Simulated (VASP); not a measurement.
# PbF2 (I4/mmm) in VASP: notebook

Runs on PbF2. Level: PBE. Tasks: single point.

Program: VASP 6.6.1. These are calculated values, not measurements. Logs are shortened: lines on timing, memory, paths and dates and some standing lists are left out, and cuts for length are marked.

## 1. The cell of the first run

The structure is tetragonal, space group I4/mmm (No. 139). Conventional cell: a = 4.263 Å, b = 4.263 Å, c = 6.118 Å, α = 90.00°, β = 90.00°, γ = 90.00°. Within 3.5 Å of Pb (site symmetry 4/mmm) lie 8 F at 2.62 Å. Within 3.5 Å of F (site symmetry -4m2) lie 4 Pb at 2.62 Å and 6 F at 3.01 to 3.06 Å.

## 2. Single point, PBE (strain +0.015 along x and y, +0.030 along z)

File INCAR:

```
SYSTEM = PbF2
PREC = Accurate
ENCUT = 520
EDIFF = 1E-7
ISMEAR = 0
SIGMA = 0.05
LREAL = .False.
LASPH = .True.
NELM = 80
ALGO = Normal
ISIF = 2
LWAVE = .False.
LCHARG = .False.
GGA = PE
NBANDS = 21
```

File KPOINTS:

```
Automatic mesh
0
Gamma
  8 8 8
  0 0 0
```

File POSCAR:

```
PbF2
1.0
    0.0000000000      3.0143977500      3.0589455000
    3.0143977500      0.0000000000      3.0589455000
    3.0143977500      3.0143977500      0.0000000000
Pb F
1 2
Direct
    0.0000000000      0.0000000000      0.0000000000
    0.2500000000      0.2500000000      0.2500000000
    0.7500000000      0.7500000000      0.7500000000
```

Potentials or basis: VASP PAW PBE potentials, release 64 (Pb_d, F).

Started as:

```console
$ cat potpaw_PBE.64/Pb_d/POTCAR potpaw_PBE.64/F/POTCAR > POTCAR
$ mpirun -np 1 vasp_std > vasp.out
```

OUTCAR:

```text
SYSTEM = PbF2
   PREC = Accurate
   ENCUT = 520
   EDIFF = 1E-7
   ISMEAR = 0
   LREAL = .False.
   LASPH = .True.
   NELM = 80
   ISIF = 2
   GGA = PE

 ion  position               nearest neighbor table
   1  0.000  0.000  0.000-   3 2.62   2 2.62   3 2.62   2 2.62   3 2.62   3 2.62   2 2.62   2 2.62

   2  0.250  0.250  0.250-   1 2.62   1 2.62   1 2.62   1 2.62
   3  0.750  0.750  0.750-   1 2.62   1 2.62   1 2.62   1 2.62

  LATTYP: Found a body centered tetragonal cell.
 ALAT       =     4.2630021804
 C/A-ratio  =     1.4351132702

  Lattice vectors:

 A1 = (  -3.0143977500,   0.0000000000,   3.0589455000)
 A2 = (   3.0143977500,   0.0000000000,   3.0589455000)
 A3 = (   0.0000000000,   3.0143977500,  -3.0589455000)

Analysis of symmetry for initial positions (statically):
=====================================================================
 Subroutine PRICEL returns:
 Original cell was already a primitive cell.

 Routine SETGRP: Setting up the symmetry group for a
 body centered tetragonal supercell.

 Subroutine GETGRP returns: Found 16 space group operations
 (whereof 16 operations were pure point group operations)
 out of a pool of 16 trial point group operations.

The static configuration has the point symmetry D_4h.

Analysis of symmetry for dynamics (positions and initial velocities):
=====================================================================
 Subroutine PRICEL returns:
 Original cell was already a primitive cell.

 Routine SETGRP: Setting up the symmetry group for a
 body centered tetragonal supercell.

 Subroutine GETGRP returns: Found 16 space group operations
 (whereof 16 operations were pure point group operations)
 out of a pool of 16 trial point group operations.

The dynamic configuration has the point symmetry D_4h.

 Subroutine INISYM returns: Found 16 space group operations
 (whereof 16 operations are pure point group operations),
 and found     1 'primitive' translations

----------------------------------------------------------------------------------------

                                     Primitive cell

  volume of cell :      55.5908

  direct lattice vectors                    reciprocal lattice vectors
     0.000000000  3.014397750  3.058945500    -0.165870612  0.165870612  0.163455021
     3.014397750  0.000000000  3.058945500     0.165870612 -0.165870612  0.163455021
     3.014397750  3.014397750  0.000000000     0.165870612  0.165870612 -0.163455021

  length of vectors
     4.294617721  4.294617721  4.263002180     0.285908488  0.285908488  0.285908488

  position of ions in fractional coordinates (direct lattice)
     0.000000000  0.000000000  0.000000000
     0.250000000  0.250000000  0.250000000
     0.750000000  0.750000000  0.750000000

  ion indices of the primitive-cell ions
   primitive index   ion index
                 1           1
                 2           2
                 3           3

----------------------------------------------------------------------------------------

 KPOINTS: Automatic mesh

Automatic generation of k-mesh.
 Grid dimensions read from file:
 generate k-points for:    8    8    8

 Generating k-lattice:

  Cartesian coordinates                     Fractional coordinates (reciprocal lattice)
    -0.020733827  0.020733827  0.020431878     0.125000000  0.000000000  0.000000000
     0.020733827 -0.020733827  0.020431878     0.000000000  0.125000000  0.000000000
     0.020733827  0.020733827 -0.020431878     0.000000000  0.000000000  0.125000000

  Length of vectors
     0.035738561  0.035738561  0.035738561

  Shift w.r.t. Gamma in fractional coordinates (k-lattice)
     0.000000000  0.000000000  0.000000000

 Subroutine IBZKPT returns following result:
 ===========================================

 Found     59 irreducible k-points:

 Following reciprocal coordinates:
            Coordinates               Weight
  0.000000  0.000000  0.000000      1.000000
  0.125000  0.000000  0.000000      8.000000
  0.250000  0.000000  0.000000      8.000000
  0.375000  0.000000  0.000000      8.000000
  0.500000  0.000000  0.000000      4.000000
  0.125000  0.125000  0.000000      2.000000
[... 16 lines left out ...]
  0.250000  0.000000  0.125000     16.000000
  0.375000  0.000000  0.125000     16.000000
 [... further k-points ...]
   k-points           NKPTS =     59   k-points in BZ     NKDIM =     59   number of bands    NBANDS=     21
   number of dos      NEDOS =    301   number of ions     NIONS =      3
   total plane-waves  NPLWV =  32768
   dimension x,y,z NGX =    32 NGY =   32 NGZ =   32
   dimension x,y,z NGXF=    64 NGYF=   64 NGZF=   64
   ions per type =               1   2
   NGX,Y,Z   is equivalent  to a cutoff of  12.39, 12.39, 12.48 a.u.
   NGXF,Y,Z  is equivalent  to a cutoff of  24.77, 24.77, 24.96 a.u.
 SYSTEM =  PbF2
   PREC   = accura    normal or accurate (medium, high low for compatibility)
   ISTART =      0    job   : 0-new  1-cont  2-samecut
   ICHARG =      2    charge: 1-file 2-atom 10-const
   ISPIN  =      1    spin polarized calculation?
   LNONCOLLINEAR =      F non collinear calculations
   LSORBIT =      F    spin-orbit coupling
   LASPH  =      T    aspherical Exc in radial PAW
   ENCUT  =  520.0 eV  38.22 Ry    6.18 a.u.   7.99  7.99  7.93*2*pi/ulx,y,z
   NELM   =     80;   NELMIN=  2; NELMDL= -5     # of ELM steps
   EDIFF  = 0.1E-06   stopping-criterion for ELM
   LREAL  =      F    real-space projection
   EDIFFG = 0.1E-05   stopping-criterion for IOM
   NSW    =      0    number of steps for IOM
   IBRION =     -1    ionic relax: 0-MD 1-quasi-New 2-CG
   NFREE  =      0    steps in history (QN), initial steepest desc. (CG)
   ISIF   =      2    stress and relaxation
   ISYM   =      2    0-nonsym 1-usesym 2-fastsym
   POTIM  = 0.5000    time-step for ionic-motion
   TEBEG  =    0.0;   TEEND  =   0.0 temperature during run
   PSTRESS=    0.0 pullay stress
   NELECT =      28.0000    total number of electrons
   NUPDOWN=      -1.0000    fix difference up-down
   EMIN   =  10.00;   EMAX   =-10.00  energy-range for DOS
   EFERMI =   0.00;   METHOD = LEGACY
   ISMEAR =     0;   SIGMA  =   0.05  broadening in eV -4-tet -1-fermi 0-gaus
   EFERMI_NEDOS =   21; number of points for ismear=-14 and -15
   IALGO  =     38    algorithm
   IMIX   =      4    mixing-type and parameters
     AMIX     =   0.40;   BMIX     =  1.00
     AMIX_MAG =   1.60;   BMIX_MAG =  1.00
  volume/ion in A,a.u.               =      18.53       125.05
  Fermi-wavevector in a.u.,A,eV,Ry     =   1.302546  2.461456 23.084016  1.696627
  Thomas-Fermi vector in A             =   2.433607
   LORBIT       =      0    0 simple, 1 ext, 2 COOP (PROOUT), +10 PAW based schemes
   GGA     = PE    functional components
   LHFCALC =     F    Hartree Fock is set to
   AEXX    =    0.0000 exact exchange contribution
   IVDW    =     0    specifies the selected vdW correction
   LEPSILON=     F    determine dielectric tensor
   LRPA    =     F    only Hartree local field effects (RPA)
 non-spin polarized calculation
 Gauss-broadening in eV      SIGMA  =   0.05
  energy-cutoff  :      520.00
  volume of cell :       55.59
 maximum number of plane-waves:      1516
   NGX = 15   NGY = 15   NGZ = 15

 number of electron      28.0000025 magnetization

 Free energy of the ion-electron system (eV)
  ---------------------------------------------------
  ext. energy  EPLUGINS =         0.00000000
  ---------------------------------------------------
  free energy    TOTEN  =       -14.34145326 eV

  energy without entropy =      -14.34145326  energy(sigma->0) =      -14.34145326

 E-fermi :   1.3820     XC(G=0):  -9.0839

 val. band max:        1.1311581314   @ k =  -0.2500   0.5000   0.2500
 cond. band min:       5.5173827942   @ k =   0.5000   0.0000   0.5000
 fundamental gap:      4.3862246628
 Fermi energy:         1.3820352633

 k-point     1 :       0.0000    0.0000    0.0000
  band No.  band energies     occupation
      1     -19.4718      2.00000
      2     -18.9581      2.00000
      3     -13.2756      2.00000
      4     -13.2660      2.00000
      5     -13.2660      2.00000
      6     -13.2395      2.00000
[... 13 lines left out ...]
     20      16.2576      0.00000
     21      18.0339      0.00000

 k-point     2 :       0.1250    0.0000    0.0000
  band No.  band energies     occupation
      1     -19.4471      2.00000
      2     -18.9804      2.00000
      3     -13.2686      2.00000
      4     -13.2617      2.00000
      5     -13.2443      2.00000
      6     -13.2393      2.00000
[... 13 lines left out ...]
     20      15.8182      0.00000
     21      17.6946      0.00000

 k-point     3 :       0.2500    0.0000    0.0000
  band No.  band energies     occupation
      1     -19.3820      2.00000
      2     -19.0390      2.00000
      3     -13.2616      2.00000
      4     -13.2578      2.00000
      5     -13.2322      2.00000
      6     -13.2284      2.00000
[... 13 lines left out ...]
     20      15.2331      0.00000
     21      16.5011      0.00000

 k-point     4 :       0.3750    0.0000    0.0000
  band No.  band energies     occupation
      1     -19.2976      2.00000
      2     -19.1146      2.00000
      3     -13.2615      2.00000
      4     -13.2603      2.00000
      5     -13.2186      2.00000
      6     -13.2163      2.00000
[... 13 lines left out ...]
     20      14.8942      0.00000
     21      15.4401      0.00000

 k-point     5 :       0.5000    0.0000    0.0000
  band No.  band energies     occupation
      1     -19.2330      2.00000
      2     -19.1753      2.00000
      3     -13.2624      2.00000
      4     -13.2619      2.00000
      5     -13.2124      2.00000
      6     -13.2102      2.00000
[... 13 lines left out ...]
     20      14.7936      0.00000
     21      14.9833      0.00000
[... 382 lines left out ...]
     20      17.8892      0.00000
     21      18.2767      0.00000

 k-point    22 :       0.1250    0.0000    0.1250
  band No.  band energies     occupation
      1     -19.4386      2.00000
      2     -18.9881      2.00000
      3     -13.2658      2.00000
      4     -13.2571      2.00000
      5     -13.2423      2.00000
      6     -13.2390      2.00000
[... 13 lines left out ...]
     20      16.2070      0.00000
     21      17.6838      0.00000

 k-point    23 :       0.2500    0.0000    0.1250
  band No.  band energies     occupation
      1     -19.3877      2.00000
      2     -19.0334      2.00000
      3     -13.2559      2.00000
      4     -13.2515      2.00000
      5     -13.2400      2.00000
      6     -13.2270      2.00000
[... 13 lines left out ...]
     20      15.9200      0.00000
     21      17.2235      0.00000

 k-point    24 :       0.3750    0.0000    0.1250
  band No.  band energies     occupation
      1     -19.3124      2.00000
      2     -19.0999      2.00000
      3     -13.2551      2.00000
      4     -13.2531      2.00000
      5     -13.2227      2.00000
      6     -13.2158      2.00000
[... 13 lines left out ...]
     20      15.6193      0.00000
     21      16.5183      0.00000

 [... further k-points ...]
[... 5 lines left out ...]
  --------------------------------------------------------------------------------------
  -------------------------------------------------------------------------------------
  Total       -0.5983806     -0.5983806     -0.8770634      0.0000000     -0.0000000      0.0000000
  in kB      -17.2458746    -17.2458746    -25.2777681      0.0000000     -0.0000000      0.0000000
  external PRESSURE =     -19.9231724 kB  Pullay stress =       0.0000000 kB

 VOLUME and BASIS-vectors are now :
 -----------------------------------------------------------------------------
  energy-cutoff  :      520.00
  volume of cell :       55.59
      direct lattice vectors                 reciprocal lattice vectors
     0.000000000  3.014397750  3.058945500    -0.165870612  0.165870612  0.163455021
     3.014397750  0.000000000  3.058945500     0.165870612 -0.165870612  0.163455021
     3.014397750  3.014397750  0.000000000     0.165870612  0.165870612 -0.163455021

 POSITION                                       TOTAL-FORCE (eV/Angst)
 -----------------------------------------------------------------------------------
      0.00000      0.00000      0.00000         0.000000      0.000000      0.000000
      1.50720      1.50720      1.52947        -0.000000     -0.000000     -0.000000
      4.52160      4.52160      4.58842         0.000000      0.000000      0.000000
 -----------------------------------------------------------------------------------
    total drift:                                0.000000     -0.000000      0.000000

  FREE ENERGIE OF THE ION-ELECTRON SYSTEM (eV)
  ---------------------------------------------------
  free  energy   TOTEN  =       -14.3414532611 eV

  energy  without entropy=      -14.3414532611  energy(sigma->0) =      -14.34145326
```

Wall time 20 s (1 thread of Intel Xeon 6975P-C (Granite Rapids), shared host); peak memory 0.21 GiB.

Results:

```
Free energy            : -14.3415 eV
Pressure               : -2.0 GPa
Band gap on the k mesh : 4.39 eV, indirect (least direct gap 4.53 eV)
```

Caveat: the cell differs from its parent crystal (strain +0.015 along x and y, +0.030 along z); spin-orbit coupling is left out, which moves the levels of the heavy elements.

## 3. Single point, PBE (strain +0.030 along x and y, +0.015 along z)

File INCAR:

```
  PREC = Accurate
  ENCUT = 520
  EDIFF = 1E-6
  ISMEAR = 0
  SIGMA = 0.05
  LREAL = F
  LASPH = T
  NELM = 60
  ALGO = Normal
  ISIF = 2
  LWAVE = F
  LCHARG = T
  GGA = PE
  LELF = T
  LVHAR = T
  NBANDS = 21
```

File KPOINTS:

```
regular mesh
0
Gamma
  8 8 8
```

File POSCAR:

```
PbF2
1.0
    0.0000000000      3.0589455000      3.0143977500
    3.0589455000      0.0000000000      3.0143977500
    3.0589455000      3.0589455000      0.0000000000
Pb F
1 2
Direct
    0.0000000000      0.0000000000      0.0000000000
    0.2500000000      0.2500000000      0.2500000000
    0.7500000000      0.7500000000      0.7500000000
```

Potentials or basis: VASP PAW PBE potentials, release 64 (Pb_d, F).

Started as:

```console
$ cat potpaw_PBE.64/Pb_d/POTCAR potpaw_PBE.64/F/POTCAR > POTCAR
$ mpirun -np 1 vasp_std > vasp.out
```

Run time: 19 s. Hardware: 1 thread of Intel Xeon 6975P-C (Granite Rapids), shared host; peak memory 0.21 GiB.

It converged, with:

```
Free energy            : -14.3305 eV
Pressure               : -2.8 GPa
Band gap on the k mesh : 4.36 eV, indirect (least direct gap 4.54 eV)
```

Stress tensor (GPa, compression positive):
```
-3.07  0.00  0.00
 0.00 -3.07  0.00
 0.00  0.00 -2.27
```

Levels at points of the mesh, in eV from the valence-band top:
```
           k point  band 11  band 12  band 13  band 14  band 15  band 16  band 17  band 18
(0.00, 0.00, 0.00)    -2.00    -1.56    -1.56    -1.47     6.60     6.66     6.66    10.39
(0.50, 0.00, 0.00)    -2.14    -1.71    -1.69    -0.01     4.99     7.37     7.38    13.05
(0.50, 0.50, 0.00)    -1.18    -1.18    -1.11    -0.21     4.36     7.56     7.56     9.09
(0.50, 0.00, 0.50)    -1.19    -1.17    -1.13    -0.14     4.39     7.52     7.62     9.08
```

Caveat: the cell differs from its parent crystal (strain +0.030 along x and y, +0.015 along z); spin-orbit coupling is left out, which moves the levels of the heavy elements.
